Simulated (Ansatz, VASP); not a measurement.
Si12TeO23 in VASP and in Ansatz

Contents of POSCAR:

```
Si12TeO23
1.0
    7.6036108327      4.3899467611      0.0000000000
   -7.6036108327      4.3899467611      0.0000000000
    0.0000000000      0.0000000000      8.5584885400
Si O Te
12 23 1
Direct
    0.3333333333      0.0000000000      1.0290054053
    0.6666666667      0.6666666667      0.9204861196
    0.0000000000      0.3333333333      0.9500314239
    0.3333333333      0.0000000000      0.4709945947
    0.6666666667      0.6666666667      0.5499685761
    0.0000000000      0.3333333333      0.5795138804
    0.3318518298      0.3488688265      0.0764309385
    0.6836836634      0.0014815036      0.0764309385
   -0.0155354932      0.6496496699      0.0764309385
    0.3348148369      0.3503503301      0.4235690615
    0.6822021599     -0.0014815036      0.4235690615
   -0.0170169968      0.6511311735      0.4235690615
    0.1340851899      0.2674873505      0.0078324350
    0.4773431421      0.9489373357      0.0877807813
    0.8200848174      0.6273726473     -0.0249766589
    0.2822706691      0.1440098088      0.4122192187
    0.6008206838      0.8007518565      0.4921675650
    0.9607059806      0.4867514841      0.5249766589
    0.1893235245      0.8049275269      0.4122192187
    0.5325814768      0.4667354939      0.4921675650
    0.8465818493      0.1406211632      0.5249766589
    0.3843959976      0.1950724731      0.0877807813
    0.7059606861      0.8593788368     -0.0249766589
    0.0658459829      0.5332645061      0.0078324350
    0.1927121702      0.3726273527      0.5249766589
    0.5284058064      0.0510626643      0.4122192187
    0.8665978394      0.7325126495      0.4921675650
    0.6666666667      0.6666666667      0.7351425195
    0.0000000000      0.3333333333      0.7648574805
    0.3333333333      0.4224721751      0.2500000000
    0.7558055084      0.0000000000      0.2500000000
   -0.0891388418      0.5775278249      0.2500000000
    0.1382608603      0.8559901912      0.0877807813
    0.4739544965      0.5132485159     -0.0249766589
    0.8000688273      0.1992481435      0.0078324350
    0.3333333333      0.0000000000      0.7500000000
```

Contents of INCAR.step1:

```
PREC = Accurate
ENCUT = 520
ISMEAR = -1
SIGMA = 0.01
LREAL = Auto
LASPH = T
NELM = 100
NBANDS = 120
GGA = PE
ALGO = Normal
EDIFF = 1E-4
LWAVE = T
LCHARG = F
```

File INCAR.step2:

```
PREC = Accurate
ENCUT = 520
EDIFF = 1E-8
ISMEAR = -1
SIGMA = 0.01
LREAL = Auto
LASPH = T
NELM = 100
ALGO = Normal
ISIF = 2
LWAVE = F
LCHARG = F
METAGGA = R2SCAN
LMIXTAU = T
LEFG = T
NBANDS = 120
ISTART = 1
```

File KPOINTS:

```
regular mesh
0
Gamma
  3 3 2
```

Input for Ansatz:

```yaml
crystal:
  lattice:
    - [7.6036108327, 4.3899467611, 0.0]
    - [-7.6036108327, 4.3899467611, 0.0]
    - [0.0, 0.0, 8.55848854]
  atoms:
    - { symbol: Si, position: [0.3333333333, 0.0, 1.0290054053] }
    - { symbol: Si, position: [0.6666666667, 0.6666666667, 0.9204861196] }
    - { symbol: Si, position: [0.0, 0.3333333333, 0.9500314239] }
    - { symbol: Si, position: [0.3333333333, 0.0, 0.4709945947] }
    - { symbol: Si, position: [0.6666666667, 0.6666666667, 0.5499685761] }
    - { symbol: Si, position: [0.0, 0.3333333333, 0.5795138804] }
    - { symbol: Si, position: [0.3318518298, 0.3488688265, 0.0764309385] }
    - { symbol: Si, position: [0.6836836634, 0.0014815036, 0.0764309385] }
    - { symbol: Si, position: [-0.0155354932, 0.6496496699, 0.0764309385] }
    - { symbol: Si, position: [0.3348148369, 0.3503503301, 0.4235690615] }
    - { symbol: Si, position: [0.6822021599, -0.0014815036, 0.4235690615] }
    - { symbol: Si, position: [-0.0170169968, 0.6511311735, 0.4235690615] }
    - { symbol: O, position: [0.1340851899, 0.2674873505, 0.007832435] }
    - { symbol: O, position: [0.4773431421, 0.9489373357, 0.0877807813] }
    - { symbol: O, position: [0.8200848174, 0.6273726473, -0.0249766589] }
    - { symbol: O, position: [0.2822706691, 0.1440098088, 0.4122192187] }
    - { symbol: O, position: [0.6008206838, 0.8007518565, 0.492167565] }
    - { symbol: O, position: [0.9607059806, 0.4867514841, 0.5249766589] }
    - { symbol: O, position: [0.1893235245, 0.8049275269, 0.4122192187] }
    - { symbol: O, position: [0.5325814768, 0.4667354939, 0.492167565] }
    - { symbol: O, position: [0.8465818493, 0.1406211632, 0.5249766589] }
    - { symbol: O, position: [0.3843959976, 0.1950724731, 0.0877807813] }
    - { symbol: O, position: [0.7059606861, 0.8593788368, -0.0249766589] }
    - { symbol: O, position: [0.0658459829, 0.5332645061, 0.007832435] }
    - { symbol: O, position: [0.1927121702, 0.3726273527, 0.5249766589] }
    - { symbol: O, position: [0.5284058064, 0.0510626643, 0.4122192187] }
    - { symbol: O, position: [0.8665978394, 0.7325126495, 0.492167565] }
    - { symbol: Te, position: [0.3333333333, 0.0, 0.75] }
    - { symbol: O, position: [0.6666666667, 0.6666666667, 0.7351425195] }
    - { symbol: O, position: [0.0, 0.3333333333, 0.7648574805] }
    - { symbol: O, position: [0.3333333333, 0.4224721751, 0.25] }
    - { symbol: O, position: [0.7558055084, 0.0, 0.25] }
    - { symbol: O, position: [-0.0891388418, 0.5775278249, 0.25] }
    - { symbol: O, position: [0.1382608603, 0.8559901912, 0.0877807813] }
    - { symbol: O, position: [0.4739544965, 0.5132485159, -0.0249766589] }
    - { symbol: O, position: [0.8000688273, 0.1992481435, 0.007832435] }
kpoints:
  mp_grid: { grid: [3, 3, 2] }
scf:
  occupations: { method: fermi_dirac, width: 0.01 }
hamiltonian:
  xc: r2scan
  pseudopotentials: { kind: paw }
output:
  forces: true
  stress: true
  populations: true
  efg: { quadrupole_moments_barn: { O: -0.02558 }, contact_densities: true }
```

Alike in both runs: task electric field gradients; functional r2SCAN; k mesh 3 × 3 × 2; occupations fermi-dirac, width 0.01 eV; no spin polarisation.

|  | VASP | Ansatz |
| --- | --- | --- |
| version | VASP 6.6.1 | Ansatz 0.2.0 |
| potentials or method | VASP PAW PBE potentials, release 64 (Si, O, Te) | plane-wave PAW, scalar-relativistic |
| plane-wave cutoff (eV) | 520 | 500 |
| valence electrons in the cell | 192 | 202 |

```tsv
	VASP	Ansatz	Ansatz less VASP
gap on the k mesh at the Fermi level (eV)	3.20	3.23	+0.021
pressure (GPa)	-0.8	-1.0	-0.16
rms of the force components (eV/Å)	0.141	0.142	+0.0003
```

VASP's potentials were made for PBE, not for r2SCAN. VASP's potentials hold 192 valence electrons a cell and Ansatz's 202, so a difference there can come from the potentials and not from the codes.

Spin-orbit coupling is off throughout.
